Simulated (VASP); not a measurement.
Here is a VASP 6.6.1 calculation.

File INCAR:

```
SYSTEM = MnAs
ALGO = Normal
EDIFF = 1E-7
ENCUT = 520
GGA = PS
ISIF = 2
ISMEAR = 1
ISPIN = 2
LASPH = .True.
LCHARG = .True.
LELF = .True.
LMAXMIX = 4
LORBIT = 11
LREAL = .False.
LVHAR = .True.
LWAVE = .False.
MAGMOM = 3.5 0
NBANDS = 20
NELM = 150
PREC = Accurate
SIGMA = 0.025
```

Contents of KPOINTS:

```
k-points
0
Gamma
  12 12 12
  0 0 0
```

File POSCAR:

```
MnAs
1.0
    0.0000000000      2.8299541856      2.8299541856
    2.8299541856      0.0000000000      2.8299541856
    2.8299541856      2.8299541856      0.0000000000
Mn As
1 1
Direct
    0.0000000000      0.0000000000      0.0000000000
    0.2500000000      0.2500000000      0.2500000000
```

Potentials or basis: VASP PAW PBE potentials, release 64 (Mn_pv, As).

Command:

```console
$ cat potpaw_PBE.64/Mn_pv/POTCAR potpaw_PBE.64/As/POTCAR > POTCAR
$ mpirun -np 1 vasp_std > vasp.out
```

(1) Predict the site moments.

(2) What does it give for the net moment?

(3) Estimate the pressure.

Results:

(1) Mn +3.62; As -0.16 μB.

(2) 3.69 μB per cell.

(3) -3.2 GPa.

Caveat: the PAW data sets were made with another functional, which shifts forces and pressure a little; a cell with one magnetic atom can't hold antiferromagnetic order, which such compounds often take.
